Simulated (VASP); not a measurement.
Ge:

```
Ge
1.0
     3.75911    0.00000    0.00000
    -1.87956    3.25549    0.00000
     0.00000    0.00000    2.32439
Ge
3
Direct
  0.00000 0.00000 0.00000
  0.33333 0.66667 0.50000
  0.66667 0.33333 0.50000
```

This isn't the form of Ge at room conditions, which is diamond.

| Item | Value |
| --- | --- |
| Program | VASP 6.6.1 |
| Task | relaxation of cell and atoms |
| Functional | r2SCAN |
| Potentials or basis | VASP PAW PBE potentials, release 64 (Ge_d) |
| Cutoff | 600 eV |
| k mesh | 6 × 6 × 8 |
| Occupations | gaussian, width 0.1 eV |
| Spin | no spin polarisation |

At the start: pressure 226.9 GPa; volume 9.48 Å³/atom.

Question: Where does the relaxation end?

Answer: Over 10 steps the energy falls by 3491.0 meV/atom and the volume is 18.66 Å³/atom (+96.8 %); space group P6/mmm (No. 191, to 0.1 Å) before and after.

Step by step:
```csv
step,energy change (eV),largest force (eV/Å),pressure (GPa),volume (Å³)
1,0.0000,0.0000,226.91,28.45
2,-1.4776,0.0000,-47.90,127.11
3,-10.1364,0.0000,-8.42,66.71
4,-10.3140,0.0000,-6.32,62.87
5,-10.4607,0.0000,1.60,54.81
6,-10.4662,0.0000,-0.43,56.31
7,-10.4661,0.0000,0.41,55.63
8,-10.4723,0.0000,0.50,55.55
9,-10.4723,0.0000,0.51,55.55
10,-10.4729,0.0000,-0.04,55.97
```

Final structure:
```
Ge
1.0
     4.78724    0.00000    0.00000
    -2.39362    4.14587    0.00000
     0.00000    0.00000    2.81994
Ge
3
Direct
  0.00000 0.00000 0.00000
  0.33333 0.66667 0.50000
  0.66667 0.33333 0.50000
```

Caveat: the volume moved by over 15 % at a fixed basis, so the end points are rough; the PAW data sets were made with another functional, which shifts forces and pressure a little.
